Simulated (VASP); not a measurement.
# BN (Qingsongite) (F-43m) in VASP: further runs

Runs on BN (Qingsongite). Level: PBE. Tasks: single point.

All numbers are computed with VASP 6.6.1; they aren't measurements. Logs are shortened: lines on timing, memory, paths and dates and some standing lists are left out, and cuts for length are marked.

## (1) The cell of the first run

It takes space group F-43m (No. 216, cubic). The conventional cell has a = 3.316 Å, b = 3.316 Å, c = 3.316 Å, α = 90.00°, β = 90.00°, γ = 90.00°. Within 1.9 Å of B (site symmetry -43m) lie 4 N at 1.44 Å. Within 1.9 Å of N (site symmetry -43m) lie 4 B at 1.44 Å.

## (2) Single point, PBE

File INCAR:

```
SYSTEM = BN
PREC = Accurate ; ENCUT = 600
EDIFF = 1E-6 ; ISMEAR = 0
SIGMA = 0.1 ; LREAL = .FALSE.
LASPH = .TRUE. ; NELM = 120
ALGO = Normal ; ISIF = 2
LWAVE = .FALSE. ; LCHARG = .FALSE.
GGA = PE ; NBANDS = 11
GGA_COMPAT = .FALSE.
```

File KPOINTS:

```
regular mesh
0
G
  10 10 10
  0 0 0
```

File POSCAR:

```
BN
1.0
    0.0000000000      1.6582059778      1.6582059778
    1.6582059778      0.0000000000      1.6582059778
    1.6582059778      1.6582059778      0.0000000000
B N
1 1
Direct
    0.0000000000      0.0000000000      0.0000000000
    0.2500000000      0.2500000000      0.2500000000
```

Potentials or basis: VASP PAW PBE potentials, release 64 (B, N).

The run is started by

```sh
$ cat potpaw_PBE.64/B/POTCAR potpaw_PBE.64/N/POTCAR > POTCAR
$ mpirun -np 1 vasp_std > vasp.out
```

OUTCAR:

```text
SYSTEM = BN
   PREC = Accurate
   ENCUT = 600
   EDIFF = 1E-6
   ISMEAR = 0
   LREAL = .FALSE.
   LASPH = .TRUE.
   NELM = 120
   ISIF = 2
   GGA = PE

 ion  position               nearest neighbor table
   1  0.000  0.000  0.000-   2 1.44   2 1.44   2 1.44   2 1.44
   2  0.250  0.250  0.250-   1 1.44   1 1.44   1 1.44   1 1.44

  LATTYP: Found a face centered cubic cell.
 ALAT       =     3.3164119556

  Lattice vectors:

 A1 = (   0.0000000000,   1.6582059778,   1.6582059778)
 A2 = (   1.6582059778,   0.0000000000,   1.6582059778)
 A3 = (   1.6582059778,   1.6582059778,   0.0000000000)

Analysis of symmetry for initial positions (statically):
=====================================================================
 Subroutine PRICEL returns:
 Original cell was already a primitive cell.

 Routine SETGRP: Setting up the symmetry group for a
 face centered cubic supercell.

 Subroutine GETGRP returns: Found 24 space group operations
 (whereof 24 operations were pure point group operations)
 out of a pool of 48 trial point group operations.

The static configuration has the point symmetry T_d .

Analysis of symmetry for dynamics (positions and initial velocities):
=====================================================================
 Subroutine PRICEL returns:
 Original cell was already a primitive cell.

 Routine SETGRP: Setting up the symmetry group for a
 face centered cubic supercell.

 Subroutine GETGRP returns: Found 24 space group operations
 (whereof 24 operations were pure point group operations)
 out of a pool of 48 trial point group operations.

The dynamic configuration has the point symmetry T_d .

 Subroutine INISYM returns: Found 24 space group operations
 (whereof 24 operations are pure point group operations),
 and found     1 'primitive' translations

----------------------------------------------------------------------------------------

                                     Primitive cell

  volume of cell :       9.1190

  direct lattice vectors                    reciprocal lattice vectors
     0.000000000  1.658205978  1.658205978    -0.301530694  0.301530694  0.301530694
     1.658205978  0.000000000  1.658205978     0.301530694 -0.301530694  0.301530694
     1.658205978  1.658205978  0.000000000     0.301530694  0.301530694 -0.301530694

  length of vectors
     2.345057383  2.345057383  2.345057383     0.522266483  0.522266483  0.522266483

  position of ions in fractional coordinates (direct lattice)
     0.000000000  0.000000000  0.000000000
     0.250000000  0.250000000  0.250000000

[... 85 lines left out ...]
   TEBEG  =    0.0;   TEEND  =   0.0 temperature during run
   PSTRESS=    0.0 pullay stress
   NELECT =       8.0000    total number of electrons
   NUPDOWN=      -1.0000    fix difference up-down
   EMIN   =  10.00;   EMAX   =-10.00  energy-range for DOS
   EFERMI =   0.00;   METHOD = LEGACY
   ISMEAR =     0;   SIGMA  =   0.10  broadening in eV -4-tet -1-fermi 0-gaus
   EFERMI_NEDOS =   21; number of points for ismear=-14 and -15
   IALGO  =     38    algorithm
   IMIX   =      4    mixing-type and parameters
     AMIX     =   0.40;   BMIX     =  1.00
     AMIX_MAG =   1.60;   BMIX_MAG =  1.00
  volume/ion in A,a.u.               =       4.56        30.77
  Fermi-wavevector in a.u.,A,eV,Ry     =   1.567195  2.961569 33.417269  2.456100
  Thomas-Fermi vector in A             =   2.669411
   LORBIT       =      0    0 simple, 1 ext, 2 COOP (PROOUT), +10 PAW based schemes
   GGA     = PE    functional components
   LHFCALC =     F    Hartree Fock is set to
   AEXX    =    0.0000 exact exchange contribution
   IVDW    =     0    specifies the selected vdW correction
   LEPSILON=     F    determine dielectric tensor
   LRPA    =     F    only Hartree local field effects (RPA)
 non-spin polarized calculation
 Gauss-broadening in eV      SIGMA  =   0.10
  energy-cutoff  :      600.00
  volume of cell :        9.12
 maximum number of plane-waves:       322
   NGX =  9   NGY =  9   NGZ =  9

 number of electron       7.9999999 magnetization

 Free energy of the ion-electron system (eV)
  ---------------------------------------------------
  ext. energy  EPLUGINS =         0.00000000
  ---------------------------------------------------
  free energy    TOTEN  =       -16.30119945 eV

  energy without entropy =      -16.30119945  energy(sigma->0) =      -16.30119945

 E-fermi :  11.4477     XC(G=0): -14.1461

 val. band max:       10.9438481299   @ k =   0.0000   0.0000   0.0000
 cond. band min:      15.6350075383   @ k =   0.5000   0.5000   0.0000
 fundamental gap:      4.6911594084
 Fermi energy:        11.4477383961

 k-point     1 :       0.0000    0.0000    0.0000
  band No.  band energies     occupation
      1     -12.5428      2.00000
      2      10.9438      2.00000
      3      10.9438      2.00000
      4      10.9438      2.00000
      5      21.0003      0.00000
      6      21.0003      0.00000
      7      21.0003      0.00000
      8      25.8325      0.00000
      9      40.8551      0.00000
     10      42.0822      0.00000
     11      42.0822      0.00000
[... 309 lines left out ...]
 k-point    24 :       0.4000    0.3000    0.0000
  band No.  band energies     occupation
      1      -7.8162      2.00000
      2       3.0233      2.00000
      3       5.1856      2.00000
      4       5.6515      2.00000
      5      17.7560      0.00000
      6      23.1218      0.00000
      7      29.8891      0.00000
      8      30.1165      0.00000
      9      35.1785      0.00000
     10      44.1069      0.00000
     11      47.3198      0.00000

 [... further k-points ...]

------------------------ aborting loop because EDIFF is reached ----------------------------------------

  FORCE on cell =-STRESS in cart. coord.  units (eV):
  Direction    XX          YY          ZZ          XY          YZ          ZX
  --------------------------------------------------------------------------------------
  -------------------------------------------------------------------------------------
  Total        9.1869621      9.1869621      9.1869621     -0.0000000     -0.0000000     -0.0000000
  in kB     1614.1246956   1614.1246956   1614.1246956     -0.0000000     -0.0000000     -0.0000000
  external PRESSURE =    1614.1246956 kB  Pullay stress =       0.0000000 kB

 VOLUME and BASIS-vectors are now :
 -----------------------------------------------------------------------------
  energy-cutoff  :      600.00
  volume of cell :        9.12
      direct lattice vectors                 reciprocal lattice vectors
     0.000000000  1.658205978  1.658205978    -0.301530694  0.301530694  0.301530694
     1.658205978  0.000000000  1.658205978     0.301530694 -0.301530694  0.301530694
     1.658205978  1.658205978  0.000000000     0.301530694  0.301530694 -0.301530694

 POSITION                                       TOTAL-FORCE (eV/Angst)
 -----------------------------------------------------------------------------------
      0.00000      0.00000      0.00000        -0.000000     -0.000000     -0.000000
      0.82910      0.82910      0.82910         0.000000      0.000000      0.000000
 -----------------------------------------------------------------------------------
    total drift:                                0.000000      0.000000     -0.000000

  FREE ENERGIE OF THE ION-ELECTRON SYSTEM (eV)
  ---------------------------------------------------
  free  energy   TOTEN  =       -16.3011994467 eV

  energy  without entropy=      -16.3011994467  energy(sigma->0) =      -16.30119945
```

Wall time 8.9 s (1 thread of Intel Xeon 8259CL, shared host); peak memory 0.12 GiB.

Results:

| Quantity | Value |
| --- | --- |
| Free energy | -16.3012 eV |
| Pressure | 161.4 GPa |
| Band gap on the k mesh | 4.69 eV, indirect (least direct gap 10.06 eV) |

## (3) Single point, PBE

This run uses another cell than the first one, of 4.91 Å³/atom, 1.076 times its volume.

File INCAR:

```
SYSTEM = BN
PREC = Accurate
ENCUT = 600
EDIFF = 1E-6
ISMEAR = 0
SIGMA = 0.1
LREAL = .False.
LASPH = .True.
NELM = 120
ALGO = Normal
ISIF = 2
LWAVE = .False.
LCHARG = .False.
GGA = PE
NBANDS = 11
GGA_COMPAT = .False.
```

File KPOINTS:

```
regular mesh
0
Gamma
  10 10 10
  0 0 0
```

File POSCAR:

```
BN
1.0
    0.0000000000      1.6993219358      1.6993219358
    1.6993219358      0.0000000000      1.6993219358
    1.6993219358      1.6993219358      0.0000000000
B N
1 1
Direct
    0.0000000000      0.0000000000      0.0000000000
    0.2500000000      0.2500000000      0.2500000000
```

Potentials or basis: VASP PAW PBE potentials, release 64 (B, N).

The run is started by

```sh
$ cat potpaw_PBE.64/B/POTCAR potpaw_PBE.64/N/POTCAR > POTCAR
$ mpirun -np 1 vasp_std > vasp.out
```

Run time: 9.4 s. Hardware: 1 thread of Intel Xeon 8259CL, shared host; peak memory 0.12 GiB.

The run converged. Its results:

```
Free energy            : -16.8705 eV
Pressure               : 102.6 GPa
Band gap on the k mesh : 4.63 eV, indirect (least direct gap 9.70 eV)
```

Levels at points of the mesh, in eV from the valence-band top:
| k point | band 2 | band 3 | band 4 | band 5 | band 6 | band 7 |
| --- | --- | --- | --- | --- | --- | --- |
| (0.00, 0.00, 0.00) | 0.00 | 0.00 | 0.00 | 9.70 | 9.70 | 9.70 |
| (0.50, 0.00, 0.00) | -12.52 | -2.32 | -2.32 | 11.72 | 11.72 | 12.70 |
| (0.50, 0.50, 0.00) | -10.23 | -5.90 | -5.90 | 4.63 | 10.26 | 20.95 |

## (4) Single point, PBE

This run uses another cell than the first one, of 4.91 Å³/atom, 1.076 times its volume.

File INCAR:

```
  PREC = Accurate
  ENCUT = 600
  EDIFF = 1E-6
  ISMEAR = 0
  SIGMA = 0.1
  LREAL = F
  LASPH = T
  NELM = 120
  ALGO = Normal
  ISIF = 2
  LWAVE = F
  LCHARG = F
  GGA = PE
  NBANDS = 11
  GGA_COMPAT = F
```

File KPOINTS:

```
regular mesh
0
Gamma
  10 10 10
```

POSCAR is that of step 3.

The run is started by

```sh
$ cat potpaw_PBE.64/B/POTCAR potpaw_PBE.64/N/POTCAR > POTCAR
$ mpirun -np 1 vasp_std > vasp.out
```

Wall time 9.7 s (1 thread of Intel Xeon 8259CL, shared host); peak memory 0.12 GiB.

The run converged. Its results:

* Free energy: -16.8705 eV
* Pressure: 102.6 GPa
* Band gap on the k mesh: 4.63 eV, indirect (least direct gap 9.70 eV)

Levels at points of the mesh, in eV from the valence-band top:
```csv
k point,band 1,band 2,band 3,band 4,band 5,band 6,band 7,band 8,band 9
"(0.00, 0.00, 0.00)",-22.50,0.00,0.00,0.00,9.70,9.70,9.70,13.53,28.39
"(0.50, 0.00, 0.00)",-17.35,-12.52,-2.32,-2.32,11.72,11.72,12.70,17.16,26.39
"(0.50, 0.50, 0.00)",-15.72,-10.23,-5.90,-5.90,4.63,10.26,20.95,20.95,24.25
```

A k mesh can miss the band edges. A hybrid or GW would open this gap; PBE tends to underestimate it.

## (5) Single point, PBE

This run uses another cell than the first one, of 4.91 Å³/atom, 1.076 times its volume.

File INCAR:

```
SYSTEM = BN
ALGO     = Normal         ! electronic algorithm
EDIFF    = 1E-6           ! SCF threshold, eV
ENCUT    = 600            ! plane-wave cutoff, eV
GGA      = PE             ! functional
GGA_COMPAT= .FALSE.      
ISIF     = 2              ! what is computed and relaxed
ISMEAR   = 0              ! smearing method
LASPH    = .TRUE.         ! aspherical terms in the spheres
LCHARG   = .FALSE.        ! write CHGCAR
LREAL    = .FALSE.        ! projectors in reciprocal space
LWAVE    = .FALSE.        ! write WAVECAR
NBANDS   = 11             ! bands
NELM     = 120            ! most SCF steps
PREC     = Accurate       ! precision mode
SIGMA    = 0.01           ! smearing width, eV
```

File KPOINTS:

```
k-points
0
G
  12 12 12
  0 0 0
```

POSCAR is that of step 4.

The run is started by

```sh
$ cat potpaw_PBE.64/B/POTCAR potpaw_PBE.64/N/POTCAR > POTCAR
$ mpirun -np 1 vasp_std > vasp.out
```

Wall time 15 s (1 thread of Intel Xeon 8259CL, shared host); peak memory 0.12 GiB.

It converged, with:

| Property | Result |
| --- | --- |
| Free energy | -16.8706 eV |
| Pressure | 102.6 GPa |
| Band gap on the k mesh | 4.63 eV, indirect (least direct gap 9.70 eV) |

Levels at points of the mesh, in eV from the valence-band top:
```
           k point  band 1  band 2  band 3  band 4  band 5  band 6  band 7  band 8
(0.00, 0.00, 0.00)  -22.50    0.00    0.00    0.00    9.70    9.70    9.70   13.53
(0.50, 0.00, 0.00)  -17.35  -12.52   -2.32   -2.32   11.72   11.72   12.70   17.16
(0.50, 0.50, 0.00)  -15.72  -10.23   -5.90   -5.90    4.63   10.26   20.95   20.95
```

## (6) Single point, PBE

This run uses another cell than the first one, of 4.91 Å³/atom, 1.076 times its volume.

File INCAR:

```
SYSTEM = BN
PREC = Accurate
ENCUT = 600
EDIFF = 1E-6
ISMEAR = 0
SIGMA = 0.02
LREAL = .False.
LASPH = .True.
NELM = 120
ALGO = Normal
ISIF = 2
LWAVE = .False.
LCHARG = .False.
GGA = PE
NBANDS = 11
GGA_COMPAT = .False.
```

File KPOINTS:

```
regular mesh
0
Gamma
  12 12 12
  0 0 0
```

POSCAR is that of step 5.

Potentials or basis: VASP PAW PBE potentials, release 64 (B, N).

The run is started by

```sh
$ cat potpaw_PBE.64/B/POTCAR potpaw_PBE.64/N/POTCAR > POTCAR
$ mpirun -np 1 vasp_std > vasp.out
```

Run time: 16 s. Hardware: 1 thread of Intel Xeon 8259CL, shared host; peak memory 0.12 GiB.

Results (log left out):

| Quantity | Value |
| --- | --- |
| Free energy | -16.8706 eV |
| Pressure | 102.6 GPa |
| Band gap on the k mesh | 4.63 eV, indirect (least direct gap 9.70 eV) |

Levels at points of the mesh, in eV from the valence-band top:
| k point | band 2 | band 3 | band 4 | band 5 | band 6 | band 7 |
| --- | --- | --- | --- | --- | --- | --- |
| (0.00, 0.00, 0.00) | 0.00 | 0.00 | 0.00 | 9.70 | 9.70 | 9.70 |
| (0.50, 0.00, 0.00) | -12.52 | -2.32 | -2.32 | 11.72 | 11.72 | 12.70 |
| (0.50, 0.50, 0.00) | -10.23 | -5.90 | -5.90 | 4.63 | 10.26 | 20.95 |

## (7) Overview

```tsv
cell	k mesh	smearing	gap on the mesh (eV)	pressure (GPa)
a = 2.345 Å, angles 60.0°, 2 atoms	10 × 10 × 10	gaussian 0.1 eV	4.69	161.4
a = 2.403 Å, angles 60.0°, 2 atoms	10 × 10 × 10	gaussian 0.1 eV	4.63	102.6
a = 2.403 Å, angles 60.0°, 2 atoms	12 × 12 × 12	gaussian 0.01 eV	4.63	102.6
a = 2.403 Å, angles 60.0°, 2 atoms	12 × 12 × 12	gaussian 0.02 eV	4.63	102.6
```

Alike in all rows: task single point; level PBE; potentials or basis VASP PAW PBE potentials, release 64 (B, N); no spin polarisation; cutoff (eV) 600.

Absolute energies hang on the potentials; compare differences alone.
